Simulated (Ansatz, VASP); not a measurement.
**Two plane-wave programs on Ir**

The input INCAR:

```
  PREC = Accurate
  ENCUT = 500
  EDIFF = 1E-6
  ISMEAR = -1
  SIGMA = 0.05
  LREAL = F
  LASPH = T
  NELM = 120
  ALGO = Normal
  ISIF = 2
  LWAVE = F
  LCHARG = T
  GGA = CA
  LELF = T
  LVHAR = T
  NBANDS = 10
  GGA_COMPAT = F
```

The input KPOINTS:

```
Automatic mesh
0
Gamma
  13 13 13
```

Contents of POSCAR:

```
Ir
1.0
    0.0000000000      1.9156000000      1.9156000000
    1.9156000000      0.0000000000      1.9156000000
    1.9156000000      1.9156000000      0.0000000000
Ir
1
Direct
    0.0000000000      0.0000000000      0.0000000000
```

Input for Ansatz:

```yaml
crystal:
  lattice:
    - [0.0, 1.9156, 1.9156]
    - [1.9156, 0.0, 1.9156]
    - [1.9156, 1.9156, 0.0]
  atoms:
    - { symbol: Ir, position: [0.0, 0.0, 0.0] }
basis:
  ecutwfc: 571.4391111657479
kpoints:
  mp_grid:
    grid: [13, 13, 13]
hamiltonian:
  xc: lda
scf:
  occupations:
    method: fermi_dirac
    width: 0.05
output:
  stress: true
```

Alike in both runs: task single point; functional LDA; k mesh 13 × 13 × 13; occupations fermi-dirac, width 0.05 eV; no spin polarisation.

|  | VASP | Ansatz |
| --- | --- | --- |
| version | VASP 6.6.1 | Ansatz 0.2.0 |
| potentials or method | VASP PAW LDA potentials, release 64 (Ir), cutoff 500 eV | plane waves, PAW |
| valence electrons in the cell | 9 | 17 |

VASP gave:

* pressure (GPa): -3.5

Q: Estimate Ansatz's values.

A: Pressure (GPa): -5.9.

LDA's correlation is that of Perdew and Zunger in VASP and of Perdew and Wang (1992) in Ansatz. VASP's potentials hold 9 valence electrons a cell and Ansatz's 17, so a difference there can come from the potentials and not from the codes.

Neither program's run includes spin-orbit coupling.
